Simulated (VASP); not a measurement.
A run of VASP 6.6.1 is set up as follows.

The input INCAR:

```
PREC = Accurate ; ENCUT = 520
EDIFF = 1E-6 ; ISMEAR = 0
SIGMA = 0.1 ; LREAL = False
LASPH = True ; NELM = 60
ALGO = Fast ; ISIF = 2
LWAVE = False ; LCHARG = True
GGA = PE ; IVDW = 12
LELF = True ; LVHAR = True
NBANDS = 16
```

File KPOINTS:

```
regular mesh
0
Gamma
  12 12 6
```

POSCAR

```
K
1.0
    4.6067513457      0.0000000000      0.0000000000
   -2.3033756728      3.9895636943      0.0000000000
    0.0000000000      0.0000000000      7.5342722668
K
2
Direct
    0.3333333333      0.6666666667      0.2500000000
    0.6666666667      0.3333333333      0.7500000000
```

Potentials or basis: VASP PAW PBE potentials, release 64 (K_sv).

Run with:

```bash
$ cat potpaw_PBE.64/K_sv/POTCAR > POTCAR
$ mpirun -np 1 vasp_std > vasp.out
```

**Question.** Predict the band gap on the k mesh.

**Answer.** Zero (bands 9 and 10 overlap by 2.71 eV).

**Question.** What does it give for the pressure?

**Answer.** 0.0 GPa.
